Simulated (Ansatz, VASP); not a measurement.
# One calculation of TiAl, two programs

```xyz
2
Lattice="3.0180 -0.0503 0.0000 -0.0503 3.0180 0.0000 0.0000 0.0000 3.0180" Properties=species:S:1:pos:R:3 pbc="T T T"
Ti    1.4838    1.4838    1.5090
Al    0.0000    0.0000    0.0000
```

Alike in both runs: task single point; functional r2SCAN; k mesh 11 × 11 × 11; no spin polarisation.

```csv
,VASP,Ansatz
version,VASP 6.6.1,Ansatz 0.2.0
potentials or method,"VASP PAW PBE potentials, release 64 (Ti_sv, Al), cutoff 520 eV","plane waves, PAW"
occupations,"methfessel-paxton of order 1, width 0.1 eV","cold, width 0.1 eV"
valence electrons in the cell,15,15
```

|  | VASP | Ansatz | Ansatz less VASP |
| --- | --- | --- | --- |
| pressure (GPa) | 24.1 | 23.9 | -0.18 |
| traceless stress, the component that is largest in VASP (GPa) | 4.34 | 4.29 | -0.053 |

VASP's potentials were made for PBE, not for r2SCAN.
